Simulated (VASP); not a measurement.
# AlNi3 (I4mm) in VASP: a series of runs

The runs below take AlNi3 through single point, with PBEsol.

Program: VASP 6.6.1. These are calculated values, not measurements. Logs are shortened: lines on timing, memory, paths and dates and some standing lists are left out, and cuts for length are marked.

### 1 The cell of the first run

It takes space group I4mm (No. 107, tetragonal). The conventional cell has a = 3.958 Å, b = 3.958 Å, c = 5.597 Å, α = 90.00°, β = 90.00°, γ = 90.00°. Within 2.9 Å of Al (site symmetry 4mm) lie 13 Ni at 2.20 to 2.86 Å. Within 2.9 Å of Ni (site symmetry 2mm) lie 10 Ni at 2.13 to 2.81 Å and 4 Al at 2.42 Å. Ni (site symmetry 4mm) has 8 Ni at 2.13 to 2.81 Å and 5 Al at 2.20 to 2.86 Å within 2.9 Å.

### 2 Single point, PBEsol (atom 3 (Ni) moved -0.600 Å towards its neighbour atom 1 (Al) at 2.798 Å)

Input file INCAR:

```
PREC     = Accurate       # precision mode
ENCUT    = 520            # plane-wave cutoff, eV
EDIFF    = 1E-6           # SCF threshold, eV
ISMEAR   = 0              # smearing method
SIGMA    = 0.15           # smearing width, eV
LREAL    = False          # projectors in reciprocal space
LASPH    = True           # aspherical terms in the spheres
NELM     = 100            # most SCF steps
ALGO     = Fast           # electronic algorithm
ISIF     = 2              # what is computed and relaxed
LWAVE    = False          # write WAVECAR
LCHARG   = False          # write CHGCAR
GGA      = PS             # functional
NBANDS   = 24             # bands
```

Input file KPOINTS:

```
Automatic mesh
0
Gamma
  14 14 14
```

Input file POSCAR:

```
AlNi3
1.0
    0.0000000000      2.7984078565      2.7984078565
    2.7984078565      0.0000000000      2.7984078565
    2.7984078565      2.7984078565      0.0000000000
Al Ni
1 3
Direct
    0.5000000000      0.5000000000      0.5000000000
    0.2500000000      0.2500000000      0.2500000000
    0.1072038157      0.1072038157     -0.1072038157
    0.7500000000      0.7500000000      0.7500000000
```

Potentials or basis: VASP PAW PBE potentials, release 64 (Al, Ni).

Started as:

```bash
$ cat potpaw_PBE.64/Al/POTCAR potpaw_PBE.64/Ni/POTCAR > POTCAR
$ mpirun -np 1 vasp_std > vasp.out
```

OUTCAR:

```text
PREC = Accurate
   ENCUT = 520
   EDIFF = 1E-6
   ISMEAR = 0
   LREAL = False
   LASPH = True
   NELM = 100
   ISIF = 2
   GGA = PS

 ion  position               nearest neighbor table
   1  0.500  0.500  0.500-   3 2.20   2 2.42   2 2.42   2 2.42   2 2.42   4 2.42   4 2.42   4 2.42
                             4 2.42   3 2.86   3 2.86   3 2.86   3 2.86
   2  0.250  0.250  0.250-   3 2.13   3 2.13   1 2.42   1 2.42   1 2.42   1 2.42   4 2.80   4 2.80
                             4 2.80   4 2.80   4 2.80   4 2.80   3 2.81   3 2.81
   3  0.107  0.107  0.893-   4 2.13   4 2.13   2 2.13   2 2.13   1 2.20   4 2.81   4 2.81   2 2.81
                             2 2.81   1 2.86   1 2.86   1 2.86   1 2.86
   4  0.750  0.750  0.750-   3 2.13   3 2.13   1 2.42   1 2.42   1 2.42   1 2.42   2 2.80   2 2.80
                             2 2.80   2 2.80   2 2.80   2 2.80   3 2.81   3 2.81

  LATTYP: Found a face centered cubic cell.
 ALAT       =     5.5968157130

  Lattice vectors:

 A1 = (   0.0000000000,   2.7984078565,   2.7984078565)
 A2 = (   2.7984078565,   0.0000000000,   2.7984078565)
 A3 = (   2.7984078565,   2.7984078565,   0.0000000000)

Analysis of symmetry for initial positions (statically):
=====================================================================
 Subroutine PRICEL returns:
 Original cell was already a primitive cell.

 Routine SETGRP: Setting up the symmetry group for a
 face centered cubic supercell.

 Subroutine GETGRP returns: Found  8 space group operations
 (whereof  8 operations were pure point group operations)
 out of a pool of 48 trial point group operations.

The static configuration has the point symmetry C_4v.

Analysis of symmetry for dynamics (positions and initial velocities):
=====================================================================
 Subroutine PRICEL returns:
 Original cell was already a primitive cell.

 Routine SETGRP: Setting up the symmetry group for a
 face centered cubic supercell.

 Subroutine GETGRP returns: Found  8 space group operations
 (whereof  8 operations were pure point group operations)
 out of a pool of 48 trial point group operations.

The dynamic configuration has the point symmetry C_4v.

 Subroutine INISYM returns: Found  8 space group operations
 (whereof  8 operations are pure point group operations),
 and found     1 'primitive' translations

----------------------------------------------------------------------------------------

                                     Primitive cell

  volume of cell :      43.8291

  direct lattice vectors                    reciprocal lattice vectors
     0.000000000  2.798407856  2.798407856    -0.178673026  0.178673026  0.178673026
     2.798407856  0.000000000  2.798407856     0.178673026 -0.178673026  0.178673026
     2.798407856  2.798407856  0.000000000     0.178673026  0.178673026 -0.178673026

  length of vectors
     3.957546344  3.957546344  3.957546344     0.309470759  0.309470759  0.309470759

  position of ions in fractional coordinates (direct lattice)
     0.500000000  0.500000000  0.500000000
     0.250000000  0.250000000  0.250000000
     0.107203816  0.107203816  0.892796184
     0.750000000  0.750000000  0.750000000

  ion indices of the primitive-cell ions
   primitive index   ion index
                 1           1
                 2           2
                 3           3
                 4           4

----------------------------------------------------------------------------------------

 KPOINTS: Automatic mesh

Automatic generation of k-mesh.
 Grid dimensions read from file:
 generate k-points for:   14   14   14

 Generating k-lattice:

  Cartesian coordinates                     Fractional coordinates (reciprocal lattice)
    -0.012762359  0.012762359  0.012762359     0.071428571  0.000000000  0.000000000
     0.012762359 -0.012762359  0.012762359     0.000000000  0.071428571  0.000000000
     0.012762359  0.012762359 -0.012762359     0.000000000  0.000000000  0.071428571

  Length of vectors
     0.022105054  0.022105054  0.022105054

  Shift w.r.t. Gamma in fractional coordinates (k-lattice)
     0.000000000  0.000000000  0.000000000

 Subroutine IBZKPT returns following result:
 ===========================================

 Found    244 irreducible k-points:

 Following reciprocal coordinates:
            Coordinates               Weight
  0.000000  0.000000  0.000000      1.000000
  0.071429  0.000000  0.000000      8.000000
  0.142857  0.000000  0.000000      8.000000
  0.214286  0.000000  0.000000      8.000000
  0.285714  0.000000  0.000000      8.000000
  0.357143  0.000000  0.000000      8.000000
[... 16 lines left out ...]
 -0.428571  0.071429  0.000000      8.000000
  0.000000 -0.428571  0.071429     16.000000
 [... further k-points ...]
   k-points           NKPTS =    244   k-points in BZ     NKDIM =    244   number of bands    NBANDS=     24
   number of dos      NEDOS =    301   number of ions     NIONS =      4
   total plane-waves  NPLWV =  27000
   dimension x,y,z NGX =    30 NGY =   30 NGZ =   30
   dimension x,y,z NGXF=    60 NGYF=   60 NGZF=   60
   ions per type =               1   3
   NGX,Y,Z   is equivalent  to a cutoff of  12.60, 12.60, 12.60 a.u.
   NGXF,Y,Z  is equivalent  to a cutoff of  25.20, 25.20, 25.20 a.u.
 SYSTEM =  unknown system
   PREC   = accura    normal or accurate (medium, high low for compatibility)
   ISTART =      0    job   : 0-new  1-cont  2-samecut
   ICHARG =      2    charge: 1-file 2-atom 10-const
   ISPIN  =      1    spin polarized calculation?
   LNONCOLLINEAR =      F non collinear calculations
   LSORBIT =      F    spin-orbit coupling
   LASPH  =      T    aspherical Exc in radial PAW
   ENCUT  =  520.0 eV  38.22 Ry    6.18 a.u.   7.36  7.36  7.36*2*pi/ulx,y,z
   NELM   =    100;   NELMIN=  2; NELMDL= -5     # of ELM steps
   EDIFF  = 0.1E-05   stopping-criterion for ELM
   LREAL  =      F    real-space projection
   EDIFFG = 0.1E-04   stopping-criterion for IOM
   NSW    =      0    number of steps for IOM
   IBRION =     -1    ionic relax: 0-MD 1-quasi-New 2-CG
   NFREE  =      0    steps in history (QN), initial steepest desc. (CG)
   ISIF   =      2    stress and relaxation
   ISYM   =      2    0-nonsym 1-usesym 2-fastsym
   POTIM  = 0.5000    time-step for ionic-motion
   TEBEG  =    0.0;   TEEND  =   0.0 temperature during run
   PSTRESS=    0.0 pullay stress
   NELECT =      33.0000    total number of electrons
   NUPDOWN=      -1.0000    fix difference up-down
   EMIN   =  10.00;   EMAX   =-10.00  energy-range for DOS
   EFERMI =   0.00;   METHOD = LEGACY
   ISMEAR =     0;   SIGMA  =   0.15  broadening in eV -4-tet -1-fermi 0-gaus
   EFERMI_NEDOS =   21; number of points for ismear=-14 and -15
   IALGO  =     68    algorithm
   IMIX   =      4    mixing-type and parameters
     AMIX     =   0.40;   BMIX     =  1.00
     AMIX_MAG =   1.60;   BMIX_MAG =  1.00
  volume/ion in A,a.u.               =      10.96        73.94
  Fermi-wavevector in a.u.,A,eV,Ry     =   1.489333  2.814431 30.179255  2.218113
  Thomas-Fermi vector in A             =   2.602255
   LORBIT       =      0    0 simple, 1 ext, 2 COOP (PROOUT), +10 PAW based schemes
   GGA     = PS    functional components
   LHFCALC =     F    Hartree Fock is set to
   AEXX    =    0.0000 exact exchange contribution
   IVDW    =     0    specifies the selected vdW correction
   LEPSILON=     F    determine dielectric tensor
   LRPA    =     F    only Hartree local field effects (RPA)
 non-spin polarized calculation
 RMM-DIIS sequential band-by-band and
 Gauss-broadening in eV      SIGMA  =   0.15
  energy-cutoff  :      520.00
  volume of cell :       43.83
 maximum number of plane-waves:      1243
 NGX is ok and might be reduce to    30
   NGX = 15   NGY = 15   NGZ = 15

 number of electron      33.0000007 magnetization

 Free energy of the ion-electron system (eV)
  ---------------------------------------------------
  ext. energy  EPLUGINS =         0.00000000
  ---------------------------------------------------
  free energy    TOTEN  =       -22.29451192 eV

  energy without entropy =      -22.25286791  energy(sigma->0) =      -22.27368992

 E-fermi :   9.9426     XC(G=0): -12.9092

 val. band max:        9.9414628290   @ k =   0.1429  -0.3571   0.5000
 cond. band min:       9.9432331342   @ k =  -0.3571   0.5000   0.1429
 fundamental gap:      0.0017703051
 Fermi energy:         9.9426256259

 k-point     1 :       0.0000    0.0000    0.0000
  band No.  band energies     occupation
      1      -0.3726      2.00000
      2       5.7021      2.00000
      3       6.0847      2.00000
      4       6.1207      2.00000
      5       6.1207      2.00000
      6       6.6845      2.00000
[... 16 lines left out ...]
     23      16.7783      0.00000
     24      19.1411      0.00000

 k-point     2 :       0.0714    0.0000    0.0000
  band No.  band energies     occupation
      1      -0.2969      2.00000
      2       5.6957      2.00000
      3       6.0482      2.00000
      4       6.0975      2.00000
      5       6.1776      2.00000
      6       6.6981      2.00000
[... 16 lines left out ...]
     23      17.1409      0.00000
     24      18.9411      0.00000

 k-point     3 :       0.1429    0.0000    0.0000
  band No.  band energies     occupation
      1      -0.0716      2.00000
      2       5.6944      2.00000
      3       5.8889      2.00000
      4       6.1004      2.00000
      5       6.3271      2.00000
      6       6.6867      2.00000
[... 16 lines left out ...]
     23      17.4914      0.00000
     24      18.7662      0.00000
[... 514 lines left out ...]
 k-point    23 :      -0.4286    0.0714    0.0000
  band No.  band energies     occupation
      1       2.3631      2.00000
      2       3.8082      2.00000
      3       5.9406      2.00000
      4       6.1022      2.00000
      5       6.2744      2.00000
      6       6.9292      2.00000
[... 16 lines left out ...]
     23      17.9691      0.00000
     24      21.4918      0.00000

 k-point    24 :       0.0000   -0.4286    0.0714
  band No.  band energies     occupation
      1       2.3598      2.00000
      2       3.8149      2.00000
      3       5.8677      2.00000
      4       6.1632      2.00000
      5       6.3077      2.00000
      6       6.8983      2.00000
[... 16 lines left out ...]
     23      18.0526      0.00000
     24      21.4541      0.00000

 [... further k-points ...]

------------------------ aborting loop because EDIFF is reached ----------------------------------------

  FORCE on cell =-STRESS in cart. coord.  units (eV):
  Direction    XX          YY          ZZ          XY          YZ          ZX
  --------------------------------------------------------------------------------------
  -------------------------------------------------------------------------------------
  Total        6.9052159      6.9052159      4.3588471      0.0000000     -0.0000000     -0.0000000
  in kB      252.4206112    252.4206112    159.3379351      0.0000000     -0.0000000     -0.0000000
  external PRESSURE =     221.3930525 kB  Pullay stress =       0.0000000 kB

 VOLUME and BASIS-vectors are now :
 -----------------------------------------------------------------------------
  energy-cutoff  :      520.00
  volume of cell :       43.83
      direct lattice vectors                 reciprocal lattice vectors
     0.000000000  2.798407856  2.798407856    -0.178673026  0.178673026  0.178673026
     2.798407856  0.000000000  2.798407856     0.178673026 -0.178673026  0.178673026
     2.798407856  2.798407856  0.000000000     0.178673026  0.178673026 -0.178673026

 POSITION                                       TOTAL-FORCE (eV/Angst)
 -----------------------------------------------------------------------------------
      2.79841      2.79841      2.79841         0.000000      0.000000      2.142923
      1.39920      1.39920      1.39920        -0.000000     -0.000000      2.057620
      2.79841      2.79841      0.60000         0.000000      0.000000     -6.258162
      4.19761      4.19761      4.19761         0.000000      0.000000      2.057620
 -----------------------------------------------------------------------------------
    total drift:                               -0.000001     -0.000001     -0.000056

  FREE ENERGIE OF THE ION-ELECTRON SYSTEM (eV)
  ---------------------------------------------------
  free  energy   TOTEN  =       -22.2945119235 eV

  energy  without entropy=      -22.2528679103  energy(sigma->0) =      -22.27368992
```

It took 2.3 min on 1 thread of Intel Xeon 6975P-C (Granite Rapids), shared host; peak memory 0.33 GiB.

What came out:

```
Free energy            : -22.2945 eV
Pressure               : 22.1 GPa
Largest force          : 6.258 eV/Å
Band gap on the k mesh : zero (an odd number of electrons rules out a gap without spin polarisation)
```

Forces in eV/Å, atoms in the order of the input:
```
Al   0.000  0.000  2.143
Ni   0.000  0.000  2.058
Ni   0.000  0.000 -6.258
Ni   0.000  0.000  2.058
```

Levels at points of the mesh, in eV from the Fermi level:
| k point | band 13 | band 14 | band 15 | band 16 | band 17 | band 18 | band 19 | band 20 |
| --- | --- | --- | --- | --- | --- | --- | --- | --- |
| (0.00, 0.00, 0.00) | -0.69 | -0.65 | -0.57 | -0.31 | 4.38 | 4.38 | 4.76 | 5.95 |
| (0.50, 0.00, 0.00) | -1.29 | -1.02 | -0.37 | -0.27 | -0.09 | 3.93 | 3.93 | 4.94 |
| (0.50, 0.50, 0.00) | -1.40 | -1.13 | -1.13 | -0.72 | -0.71 | -0.36 | -0.02 | 4.34 |
| (0.00, 0.50, 0.50) | -0.72 | -0.68 | -0.23 | -0.21 | -0.06 | -0.02 | 0.29 | 3.68 |

Caveat: the cell differs from its parent crystal (atom 3 (Ni) moved -0.600 Å towards its neighbour atom 1 (Al) at 2.798 Å); the stress differs along the axes, from 16 to 25 GPa; the PAW data sets were made with another functional, which shifts forces and pressure a little. Spin polarisation is off, so any magnetic state and its effect on volume and gap are missing.

[end of part 1 of 4]
